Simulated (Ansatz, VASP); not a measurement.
**One calculation of HfC, two programs**

```
CELL_PARAMETERS angstrom
0.00000 2.32500 2.39475
2.32500 0.00000 2.39475
2.32500 2.32500 0.00000
ATOMIC_POSITIONS crystal
Hf 0.50000 0.50000 0.50000
C 0.00000 0.00000 0.00000
```

Change from the starting cell: strain +0.000 along x and y, +0.030 along z, atoms carried along.

Alike in both runs: task single point; functional PBE; k mesh 18 × 18 × 18; occupations gaussian, width 0.15 eV; no spin polarisation.

```csv
,VASP,Ansatz
version,VASP 6.6.1,Ansatz 0.2.0
potentials or method,"VASP PAW PBE potentials, release 64 (Hf_pv, C), cutoff 520 eV","scalar-relativistic, plane waves, PAW"
valence electrons in the cell,14,30
```

|  | VASP | Ansatz | Ansatz less VASP |
| --- | --- | --- | --- |
| gap on the k mesh at the Fermi level (eV) | none | none | - |
| pressure (GPa) | -6.7 | -6.0 | +0.74 |
| traceless stress, the component that is largest in VASP (GPa) | -6.63 | -6.58 | +0.052 |

A gap of «none» marks a metal or a gap that the smearing closes. VASP's potentials hold 14 valence electrons a cell and Ansatz's 30, so a difference there can come from the potentials and not from the codes.

Spin-orbit coupling is off throughout.
